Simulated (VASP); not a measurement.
# InP (Fm-3m) in VASP: further runs, part 2 of 2

VASP 6.6.1. The steps go on from the part before.

## 4. Elastic constants, PBE

This run uses another cell than the first one, of 19.49 Å³/atom, 1.157 times its volume.

INCAR

```
SYSTEM = InP
ALGO     = Normal         ! electronic algorithm
EDIFF    = 1E-8           ! SCF threshold, eV
ENCUT    = 600            ! plane-wave cutoff, eV
GGA      = PE             ! functional
IBRION   = 6              ! ionic algorithm
ISIF     = 3              ! what is computed and relaxed
ISMEAR   = -1             ! smearing method
LASPH    = .True.         ! aspherical terms in the spheres
LCHARG   = .False.        ! write CHGCAR
LREAL    = .False.        ! projectors in reciprocal space
LWAVE    = .False.        ! write WAVECAR
NBANDS   = 16             ! bands
NELM     = 100            ! most SCF steps
NFREE    = 2            
NSW      = 1              ! ionic steps
POTIM    = 0.015          ! step
PREC     = Accurate       ! precision mode
SIGMA    = 0.15           ! smearing width, eV
```

KPOINTS

```
k-points
0
Gamma
  14 14 14
  0 0 0
```

POSCAR

```
InP
1.0
    0.0000000000      2.6913575208      2.6913575208
    2.6913575208      0.0000000000      2.6913575208
    2.6913575208      2.6913575208      0.0000000000
In P
1 1
Direct
    0.0000000000      0.0000000000      0.0000000000
    0.5000000000      0.5000000000      0.5000000000
```

The run is started by

```console
> cat potpaw_PBE.64/In_d/POTCAR potpaw_PBE.64/P/POTCAR > POTCAR
> mpirun -np 1 vasp_std > vasp.out
```

It took 32 min on 1 thread of Intel Xeon 6975P-C (Granite Rapids), shared host; peak memory 0.93 GiB.

Results (log left out):

```
Elastic constants C11, C12, C44                         : 210, 48, 32 GPa
Voigt bulk modulus                                      : 102 GPa
Highest phonon frequency at Γ, LO-TO splitting left out : 200 cm⁻¹
```

Phonon frequencies in cm⁻¹ (negative: imaginary):
```tsv
q point	frequencies
(0.000, 0.000, 0.000)	0 0 0 200 200 200
```

Elastic tensor in Voigt notation (GPa, in the Cartesian axes of the cell as first typed):
```
210  48  48   0   0   0
 48 210  48   0   0   0
 48  48 210   0   0   0
  0   0   0  32   0   0
  0   0   0   0  32   0
  0   0   0   0   0  32
```

Clamped-ion elastic tensor (GPa):
```
210  48  48   0   0   0
 48 210  48   0   0   0
 48  48 210   0   0   0
  0   0   0  32   0   0
  0   0   0   0  32   0
  0   0   0   0   0  32
```

Caveat: the cell is under stress, which shifts elastic constants; spin-orbit coupling is left out, which moves the levels of the heavy elements.

## 5. Vibrations by perturbation theory, PBE

This run uses another cell than the first one, of 21.61 Å³/atom, 1.283 times its volume.

INCAR

```
SYSTEM = InP
PREC = Accurate
ENCUT = 500
EDIFF = 1E-8
ISMEAR = -1
SIGMA = 0.15
LREAL = .FALSE.
LASPH = .TRUE.
NELM = 120
ALGO = Normal
ISIF = 2
LWAVE = .FALSE.
LCHARG = .TRUE.
GGA = PE
IBRION = 8
NSW = 1
GGA_COMPAT = .FALSE.
```

KPOINTS

```
regular mesh
0
G
  14 14 14
  0 0 0
```

POSCAR

```
InP
1.0
    0.0000000000      2.7853832156      2.7853832156
    2.7853832156      0.0000000000      2.7853832156
    2.7853832156      2.7853832156      0.0000000000
In P
1 1
Direct
    0.0000000000      0.0000000000      0.0000000000
    0.5000000000      0.5000000000      0.5000000000
```

Potentials or basis: VASP PAW PBE potentials, release 64 (In_d, P).

The run is started by

```console
> cat potpaw_PBE.64/In_d/POTCAR potpaw_PBE.64/P/POTCAR > POTCAR
> mpirun -np 1 vasp_std > vasp.out
```

OUTCAR:

```text
SYSTEM = InP
   PREC = Accurate
   ENCUT = 500
   EDIFF = 1E-8
   ISMEAR = -1
   LREAL = .FALSE.
   LASPH = .TRUE.
   NELM = 120
   ISIF = 2
   GGA = PE
   IBRION = 8
   NSW = 1

 ion  position               nearest neighbor table
   1  0.000  0.000  0.000-   2 2.79   2 2.79   2 2.79   2 2.79   2 2.79   2 2.79
   2  0.500  0.500  0.500-   1 2.79   1 2.79   1 2.79   1 2.79   1 2.79   1 2.79

  LATTYP: Found a face centered cubic cell.
 ALAT       =     5.5707664312

  Lattice vectors:

 A1 = (   0.0000000000,   2.7853832156,   2.7853832156)
 A2 = (   2.7853832156,   0.0000000000,   2.7853832156)
 A3 = (   2.7853832156,   2.7853832156,   0.0000000000)

Analysis of symmetry for initial positions (statically):
=====================================================================
 Subroutine PRICEL returns:
 Original cell was already a primitive cell.

 Routine SETGRP: Setting up the symmetry group for a
 face centered cubic supercell.
[... 612 lines left out ...]

 INTERNAL STRAIN TENSOR  FOR ION    2  DIRECTION 1   (eV/Angst):
 -----------------------------------------------------------------------------
    -0.04524 -0.00000  0.00000
     0.00000  0.03067  0.00000
     0.00000  0.00000  0.03067

 INTERNAL STRAIN TENSOR FOR ION    2 for displacements in x,y,z  (eV/Angst):
          X           Y           Z          XY          YZ          ZX
  --------------------------------------------------------------------------------
  x     0.00000     0.00000     0.00000     0.00000     0.00000     0.00000
  y     0.00000     0.00000     0.00000     0.00000     0.00000     0.00000
  z     0.00000     0.00000     0.00000     0.00000     0.00000     0.00000

 SECOND DERIVATIVES (NOT SYMMETRIZED)
 ------------------------------------
               1X          1Y          1Z          2X          2Y          2Z
  1X    -1.802656    0.000000    0.000000    1.802656    0.000000    0.000000
  1Y     0.000000   -1.802656    0.000000    0.000000    1.802656    0.000000
  1Z     0.000000    0.000000   -1.802656    0.000000    0.000000    1.802656
  2X     1.782784    0.000000    0.000000   -1.782784    0.000000    0.000000
  2Y     0.000000    1.782784    0.000000    0.000000   -1.782784    0.000000
  2Z     0.000000    0.000000    1.782784    0.000000    0.000000   -1.782784

 Eigenvectors and eigenvalues of the dynamical matrix
 ----------------------------------------------------

   1 f  =    4.231334 THz    26.586253 2PiTHz  141.142096 cm-1    17.499382 meV
             X         Y         Z           dx          dy          dz
      0.000000  0.000000  0.000000     0.462941    0.000000   -0.000000
      2.785383  2.785383  2.785383    -0.886389    0.000000   -0.000000
[... 21 lines left out ...]
   6 f/i=    0.009623 THz     0.060465 2PiTHz    0.320998 cm-1     0.039799 meV
             X         Y         Z           dx          dy          dz
      0.000000  0.000000  0.000000     0.351286   -0.648087    0.492207
      2.785383  2.785383  2.785383     0.183469   -0.338481    0.257068

--------------------------------------------------------------------------------------------------------

 ELASTIC MODULI CONTR FROM IONIC RELAXATION (kBar)
 Direction    XX          YY          ZZ          XY          YZ          ZX
 --------------------------------------------------------------------------------
 XX           0.0000      0.0000      0.0000      0.0000      0.0000      0.0000
 YY           0.0000      0.0000      0.0000      0.0000      0.0000      0.0000
 ZZ           0.0000      0.0000      0.0000      0.0000      0.0000      0.0000
 XY           0.0000      0.0000      0.0000      0.0000      0.0000      0.0000
 YZ           0.0000      0.0000      0.0000      0.0000      0.0000      0.0000
 ZX           0.0000      0.0000      0.0000      0.0000      0.0000      0.0000
 --------------------------------------------------------------------------------
```

It took 6.3 min on 1 thread of Intel Xeon Platinum 8375C at 2.90GHz (Ice Lake), shared host; peak memory 0.41 GiB.

Results:

```yaml
Highest_phonon_frequency_at_Γ_LO-TO_splitting_left_out: 141 cm⁻¹
```

Phonon frequencies in cm⁻¹ (negative: imaginary):
| q point | frequencies |
| --- | --- |
| (0.000, 0.000, 0.000) | 0 0 0 141 141 141 |

Caveat: the cell wasn't relaxed at this level first, which shifts response properties; spin-orbit coupling is left out, which moves the levels of the heavy elements.

## 6. Vibrations by perturbation theory, PBE

This run uses another cell than the first one, of 18.85 Å³/atom, 1.119 times its volume.

INCAR

```
SYSTEM = InP
PREC = Accurate
ENCUT = 520
EDIFF = 1E-8
ISMEAR = -1
SIGMA = 0.15
LREAL = .False.
LASPH = .True.
NELM = 60
ALGO = Normal
ISIF = 2
LWAVE = .False.
LCHARG = .False.
GGA = PE
IBRION = 8
NSW = 1
```

KPOINTS

```
regular mesh
0
Gamma
  14 14 14
  0 0 0
```

POSCAR

```
InP
1.0
    0.0000000000      2.6611719550      2.6611719550
    2.6611719550      0.0000000000      2.6611719550
    2.6611719550      2.6611719550      0.0000000000
In P
1 1
Direct
    0.0000000000      0.0000000000      0.0000000000
    0.5000000000      0.5000000000      0.5000000000
```

Potentials or basis: VASP PAW PBE potentials, release 64 (In_d, P).

The run is started by

```console
> cat potpaw_PBE.64/In_d/POTCAR potpaw_PBE.64/P/POTCAR > POTCAR
> mpirun -np 1 vasp_std > vasp.out
```

OUTCAR:

```text
SYSTEM = InP
   PREC = Accurate
   ENCUT = 520
   EDIFF = 1E-8
   ISMEAR = -1
   LREAL = .False.
   LASPH = .True.
   NELM = 60
   ISIF = 2
   GGA = PE
   IBRION = 8
   NSW = 1

 ion  position               nearest neighbor table
   1  0.000  0.000  0.000-   2 2.66   2 2.66   2 2.66   2 2.66   2 2.66   2 2.66
   2  0.500  0.500  0.500-   1 2.66   1 2.66   1 2.66   1 2.66   1 2.66   1 2.66

  LATTYP: Found a face centered cubic cell.
 ALAT       =     5.3223439100

  Lattice vectors:
[... 639 lines left out ...]
               1X          1Y          1Z          2X          2Y          2Z
  1X    -4.310190    0.000000    0.000000    4.310190    0.000000    0.000000
  1Y     0.000000   -4.310190    0.000000    0.000000    4.310190    0.000000
  1Z     0.000000    0.000000   -4.310190    0.000000    0.000000    4.310190
  2X     4.316623    0.000000    0.000000   -4.316623    0.000000    0.000000
  2Y     0.000000    4.316623    0.000000    0.000000   -4.316623    0.000000
  2Z     0.000000    0.000000    4.316623    0.000000    0.000000   -4.316623

 Eigenvectors and eigenvalues of the dynamical matrix
 ----------------------------------------------------

   1 f  =    6.575313 THz    41.313912 2PiTHz  219.328842 cm-1    27.193298 meV
             X         Y         Z           dx          dy          dz
      0.000000  0.000000  0.000000     0.325731    0.325731   -0.000000
      2.661172  2.661172  2.661172    -0.627614   -0.627614   -0.000000
[... 21 lines left out ...]
   6 f/i=    0.002005 THz     0.012597 2PiTHz    0.066876 cm-1     0.008292 meV
             X         Y         Z           dx          dy          dz
      0.000000  0.000000  0.000000    -0.004486   -0.136032    0.877083
      2.661172  2.661172  2.661172    -0.002328   -0.070600    0.455205

--------------------------------------------------------------------------------------------------------

 ELASTIC MODULI CONTR FROM IONIC RELAXATION (kBar)
 Direction    XX          YY          ZZ          XY          YZ          ZX
 --------------------------------------------------------------------------------
 XX           0.0000      0.0000      0.0000      0.0000      0.0000      0.0000
 YY           0.0000      0.0000      0.0000      0.0000      0.0000      0.0000
 ZZ           0.0000      0.0000      0.0000      0.0000      0.0000      0.0000
 XY           0.0000      0.0000      0.0000      0.0000      0.0000      0.0000
 YZ           0.0000      0.0000      0.0000      0.0000      0.0000      0.0000
 ZX           0.0000      0.0000      0.0000      0.0000      0.0000      0.0000
 --------------------------------------------------------------------------------
```

Wall time 3.4 min (1 thread of Intel Xeon 6975P-C (Granite Rapids), shared host); peak memory 0.38 GiB.

What came out:

| Quantity | Value |
| --- | --- |
| Highest phonon frequency at Γ, LO-TO splitting left out | 219 cm⁻¹ |

Phonon frequencies in cm⁻¹ (negative: imaginary):
| q point | frequencies |
| --- | --- |
| (0.000, 0.000, 0.000) | 0 0 0 219 219 219 |

Caveat: the cell wasn't relaxed at this level first, which shifts response properties; spin-orbit coupling is left out, which moves the levels of the heavy elements.
